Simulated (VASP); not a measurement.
# SrO (m.bA) (Fm-3m) in VASP: notebook

SrO (m.bA) is run at these levels: PBE; tasks: single point.

All numbers are computed with VASP 6.6.1; they aren't measurements. Logs are shortened: lines on timing, memory, paths and dates and some standing lists are left out, and cuts for length are marked.

### Step 1. The cell of the first run

The structure is cubic, space group Fm-3m (No. 225). The conventional cell has a = 5.130 Å, b = 5.130 Å, c = 5.130 Å, α = 90.00°, β = 90.00°, γ = 90.00°. Sr (site symmetry m-3m) has 6 O at 2.56 Å within 3.4 Å. O (site symmetry m-3m) has 6 Sr at 2.56 Å within 3.4 Å.

### Step 2. Single point, PBE

File INCAR:

```
PREC = Accurate
ENCUT = 600
EDIFF = 1E-6
ISMEAR = 0
SIGMA = 0.1
LREAL = False
LASPH = True
NELM = 120
ALGO = Normal
ISIF = 2
LWAVE = False
LCHARG = True
GGA = PE
LELF = True
LVHAR = True
NBANDS = 15
GGA_COMPAT = False
```

File KPOINTS:

```
Automatic mesh
0
Gamma
  6 6 6
```

File POSCAR:

```
SrO
1.0
    0.0000000000      2.5650000000      2.5650000000
    2.5650000000      0.0000000000      2.5650000000
    2.5650000000      2.5650000000      0.0000000000
Sr O
1 1
Direct
    0.0000000000      0.0000000000      0.0000000000
    0.5000000000      0.5000000000      0.5000000000
```

Potentials or basis: VASP PAW PBE potentials, release 64 (Sr_sv, O).

Command:

```bash
cat potpaw_PBE.64/Sr_sv/POTCAR potpaw_PBE.64/O/POTCAR > POTCAR
mpirun -np 1 vasp_std > vasp.out
```

OUTCAR:

```text
PREC = Accurate
   ENCUT = 600
   EDIFF = 1E-6
   ISMEAR = 0
   LREAL = False
   LASPH = True
   NELM = 120
   ISIF = 2
   GGA = PE

 ion  position               nearest neighbor table
   1  0.000  0.000  0.000-   2 2.56   2 2.56   2 2.56   2 2.56   2 2.56   2 2.56
   2  0.500  0.500  0.500-   1 2.56   1 2.56   1 2.56   1 2.56   1 2.56   1 2.56

  LATTYP: Found a face centered cubic cell.
 ALAT       =     5.1300000000

  Lattice vectors:

 A1 = (   0.0000000000,   2.5650000000,   2.5650000000)
 A2 = (   2.5650000000,   0.0000000000,   2.5650000000)
 A3 = (   2.5650000000,   2.5650000000,   0.0000000000)

Analysis of symmetry for initial positions (statically):
=====================================================================
 Subroutine PRICEL returns:
 Original cell was already a primitive cell.

 Routine SETGRP: Setting up the symmetry group for a
 face centered cubic supercell.

 Subroutine GETGRP returns: Found 48 space group operations
 (whereof 48 operations were pure point group operations)
 out of a pool of 48 trial point group operations.

The static configuration has the point symmetry O_h .

Analysis of symmetry for dynamics (positions and initial velocities):
=====================================================================
 Subroutine PRICEL returns:
 Original cell was already a primitive cell.

 Routine SETGRP: Setting up the symmetry group for a
 face centered cubic supercell.

 Subroutine GETGRP returns: Found 48 space group operations
 (whereof 48 operations were pure point group operations)
 out of a pool of 48 trial point group operations.

The dynamic configuration has the point symmetry O_h .

 Subroutine INISYM returns: Found 48 space group operations
 (whereof 48 operations are pure point group operations),
 and found     1 'primitive' translations

----------------------------------------------------------------------------------------

                                     Primitive cell

  volume of cell :      33.7514

  direct lattice vectors                    reciprocal lattice vectors
     0.000000000  2.565000000  2.565000000    -0.194931774  0.194931774  0.194931774
     2.565000000  0.000000000  2.565000000     0.194931774 -0.194931774  0.194931774
     2.565000000  2.565000000  0.000000000     0.194931774  0.194931774 -0.194931774

  length of vectors
     3.627457787  3.627457787  3.627457787     0.337631736  0.337631736  0.337631736

  position of ions in fractional coordinates (direct lattice)
     0.000000000  0.000000000  0.000000000
     0.500000000  0.500000000  0.500000000

  ion indices of the primitive-cell ions
   primitive index   ion index
                 1           1
                 2           2

[... 78 lines left out ...]
   EFERMI_NEDOS =   21; number of points for ismear=-14 and -15
   IALGO  =     38    algorithm
   IMIX   =      4    mixing-type and parameters
     AMIX     =   0.40;   BMIX     =  1.00
     AMIX_MAG =   1.60;   BMIX_MAG =  1.00
  volume/ion in A,a.u.               =      16.88       113.88
  Fermi-wavevector in a.u.,A,eV,Ry     =   1.276490  2.412217 22.169701  1.629427
  Thomas-Fermi vector in A             =   2.409143
   LORBIT       =      0    0 simple, 1 ext, 2 COOP (PROOUT), +10 PAW based schemes
   GGA     = PE    functional components
   LHFCALC =     F    Hartree Fock is set to
   AEXX    =    0.0000 exact exchange contribution
   IVDW    =     0    specifies the selected vdW correction
   LEPSILON=     F    determine dielectric tensor
   LRPA    =     F    only Hartree local field effects (RPA)
 non-spin polarized calculation
 Gauss-broadening in eV      SIGMA  =   0.10
  energy-cutoff  :      600.00
  volume of cell :       33.75
 maximum number of plane-waves:      1158
 NGX is ok and might be reduce to    30
   NGX = 15   NGY = 15   NGZ = 15

 number of electron      15.9999997 magnetization

 Free energy of the ion-electron system (eV)
  ---------------------------------------------------
  ext. energy  EPLUGINS =         0.00000000
  ---------------------------------------------------
  free energy    TOTEN  =       -12.03736177 eV

  energy without entropy =      -12.03736177  energy(sigma->0) =      -12.03736177

 E-fermi :   2.1622     XC(G=0): -10.0593

 val. band max:        1.6956058426   @ k =   0.0000   0.0000   0.0000
 cond. band min:       4.9572090071   @ k =   0.5000   0.5000   0.0000
 fundamental gap:      3.2616031645
 Fermi energy:         2.1621600166

 k-point     1 :       0.0000    0.0000    0.0000
  band No.  band energies     occupation
      1     -30.6684      2.00000
      2     -13.4034      2.00000
      3     -12.2989      2.00000
      4     -12.2989      2.00000
      5     -12.2989      2.00000
      6       1.6956      2.00000
      7       1.6956      2.00000
      8       1.6956      2.00000
      9       5.7300      0.00000
     10       7.9225      0.00000
     11       7.9225      0.00000
     12       7.9225      0.00000
     13      10.1055      0.00000
     14      10.1055      0.00000
[... 257 lines left out ...]
      2     -13.9673      2.00000
      3     -13.1335      2.00000
      4     -12.8315      2.00000
      5     -11.9007      2.00000
      6       0.8046      2.00000
      7       1.2436      2.00000
      8       1.3620      2.00000
      9       6.3514      0.00000
     10       9.3125      0.00000
     11      10.2092      0.00000
     12      12.7542      0.00000
     13      12.8572      0.00000
     14      14.7595      0.00000
     15      15.2662      0.00000

------------------------ aborting loop because EDIFF is reached ----------------------------------------

  FORCE on cell =-STRESS in cart. coord.  units (eV):
  Direction    XX          YY          ZZ          XY          YZ          ZX
  --------------------------------------------------------------------------------------
  -------------------------------------------------------------------------------------
  Total        0.8400456      0.8400456      0.8400456     -0.0000000      0.0000000     -0.0000000
  in kB       39.8768944     39.8768944     39.8768944     -0.0000000      0.0000000     -0.0000000
  external PRESSURE =      39.8768944 kB  Pullay stress =       0.0000000 kB

 VOLUME and BASIS-vectors are now :
 -----------------------------------------------------------------------------
  energy-cutoff  :      600.00
  volume of cell :       33.75
      direct lattice vectors                 reciprocal lattice vectors
     0.000000000  2.565000000  2.565000000    -0.194931774  0.194931774  0.194931774
     2.565000000  0.000000000  2.565000000     0.194931774 -0.194931774  0.194931774
     2.565000000  2.565000000  0.000000000     0.194931774  0.194931774 -0.194931774

 POSITION                                       TOTAL-FORCE (eV/Angst)
 -----------------------------------------------------------------------------------
      0.00000      0.00000      0.00000        -0.000000     -0.000000     -0.000000
      2.56500      2.56500      2.56500         0.000000      0.000000      0.000000
 -----------------------------------------------------------------------------------
    total drift:                                0.000000      0.000000      0.000000

  FREE ENERGIE OF THE ION-ELECTRON SYSTEM (eV)
  ---------------------------------------------------
  free  energy   TOTEN  =       -12.0373617747 eV

  energy  without entropy=      -12.0373617747  energy(sigma->0) =      -12.03736177
```

stdout:

```text
POSCAR found type information on POSCAR SrO
 POSCAR found :  2 types and       2 ions
 scaLAPACK will be used
 LDA part: xc-table for (Slater+PW92), standard interpolation
 POSCAR, INCAR and KPOINTS ok, starting setup
 FFT: planning ... GRIDC
 FFT: planning ... GRID_SOFT
 FFT: planning ... GRID
 WAVECAR not read
 entering main loop
```

Run time: 6.2 s. Hardware: 1 thread of Intel Xeon 6975P-C (Granite Rapids), shared host; peak memory 0.17 GiB.

What came out:

* Free energy: -12.0374 eV
* Pressure: 4.0 GPa
* Band gap on the k mesh: 3.26 eV, indirect (least direct gap 3.34 eV)

Levels at points of the mesh, in eV from the valence-band top:
| k point | band 5 | band 6 | band 7 | band 8 | band 9 | band 10 | band 11 | band 12 |
| --- | --- | --- | --- | --- | --- | --- | --- | --- |
| (0.00, 0.00, 0.00) | -13.99 | 0.00 | 0.00 | 0.00 | 4.03 | 6.23 | 6.23 | 6.23 |
| (0.50, 0.00, 0.00) | -12.80 | -2.18 | -1.15 | -1.15 | 6.58 | 8.51 | 8.89 | 8.89 |
| (0.50, 0.50, 0.00) | -14.37 | -0.42 | -0.08 | -0.08 | 3.26 | 7.86 | 10.22 | 10.45 |

A k mesh can miss the band edges. Expect the measured gap to be larger: semilocal functionals such as PBE lack the derivative discontinuity.

### Step 3. Single point, PBE

This run uses another cell than the first one, of 17.53 Å³/atom, 1.039 times its volume.

File INCAR:

```
SYSTEM = SrO
PREC = Accurate
ENCUT = 600
EDIFF = 1E-6
ISMEAR = 0
SIGMA = 0.02
LREAL = .False.
LASPH = .True.
NELM = 120
ALGO = Normal
ISIF = 2
LWAVE = .False.
LCHARG = .False.
GGA = PE
NBANDS = 15
GGA_COMPAT = .False.
```

File KPOINTS:

```
Automatic mesh
0
Gamma
  8 8 8
  0 0 0
```

File POSCAR:

```
SrO
1.0
    0.0000000000      2.5975406456      2.5975406456
    2.5975406456      0.0000000000      2.5975406456
    2.5975406456      2.5975406456      0.0000000000
Sr O
1 1
Direct
    0.0000000000      0.0000000000      0.0000000000
    0.5000000000      0.5000000000      0.5000000000
```

Potentials or basis: VASP PAW PBE potentials, release 64 (Sr_sv, O).

Command:

```bash
cat potpaw_PBE.64/Sr_sv/POTCAR potpaw_PBE.64/O/POTCAR > POTCAR
mpirun -np 1 vasp_std > vasp.out
```

OUTCAR:

```text
SYSTEM = SrO
   PREC = Accurate
   ENCUT = 600
   EDIFF = 1E-6
   ISMEAR = 0
   LREAL = .False.
   LASPH = .True.
   NELM = 120
   ISIF = 2
   GGA = PE

 ion  position               nearest neighbor table
   1  0.000  0.000  0.000-   2 2.60   2 2.60   2 2.60   2 2.60   2 2.60   2 2.60
   2  0.500  0.500  0.500-   1 2.60   1 2.60   1 2.60   1 2.60   1 2.60   1 2.60

  LATTYP: Found a face centered cubic cell.
 ALAT       =     5.1950812912

  Lattice vectors:

 A1 = (   0.0000000000,   2.5975406456,   2.5975406456)
 A2 = (   2.5975406456,   0.0000000000,   2.5975406456)
[... 619 lines left out ...]

  FORCE on cell =-STRESS in cart. coord.  units (eV):
  Direction    XX          YY          ZZ          XY          YZ          ZX
  --------------------------------------------------------------------------------------
  -------------------------------------------------------------------------------------
  Total        0.0914693      0.0914693      0.0914693      0.0000000      0.0000000      0.0000000
  in kB        4.1808900      4.1808900      4.1808900      0.0000000      0.0000000      0.0000000
  external PRESSURE =       4.1808900 kB  Pullay stress =       0.0000000 kB

 VOLUME and BASIS-vectors are now :
 -----------------------------------------------------------------------------
  energy-cutoff  :      600.00
  volume of cell :       35.05
      direct lattice vectors                 reciprocal lattice vectors
     0.000000000  2.597540646  2.597540646    -0.192489769  0.192489769  0.192489769
     2.597540646  0.000000000  2.597540646     0.192489769 -0.192489769  0.192489769
     2.597540646  2.597540646  0.000000000     0.192489769  0.192489769 -0.192489769

 POSITION                                       TOTAL-FORCE (eV/Angst)
 -----------------------------------------------------------------------------------
      0.00000      0.00000      0.00000        -0.000000     -0.000000     -0.000000
      2.59754      2.59754      2.59754         0.000000      0.000000      0.000000
 -----------------------------------------------------------------------------------
    total drift:                                0.000000      0.000000      0.000000

  FREE ENERGIE OF THE ION-ELECTRON SYSTEM (eV)
  ---------------------------------------------------
  free  energy   TOTEN  =       -12.0562940309 eV

  energy  without entropy=      -12.0562940309  energy(sigma->0) =      -12.05629403
```

stdout:

```text
POSCAR found type information on POSCAR SrO
 POSCAR found :  2 types and       2 ions
 scaLAPACK will be used
 LDA part: xc-table for (Slater+PW92), standard interpolation
 POSCAR, INCAR and KPOINTS ok, starting setup
 FFT: planning ... GRIDC
 FFT: planning ... GRID_SOFT
 FFT: planning ... GRID
 WAVECAR not read
 entering main loop
```

It took 9.3 s on 1 thread of Intel Xeon 6975P-C (Granite Rapids), shared host; peak memory 0.17 GiB.

Results:

| Property | Result |
| --- | --- |
| Free energy | -12.0563 eV |
| Pressure | 0.4 GPa |
| Band gap on the k mesh | 3.28 eV, indirect (least direct gap 3.39 eV) |

A k mesh can miss the band edges. Expect the measured gap to be larger: semilocal functionals such as PBE lack the derivative discontinuity.
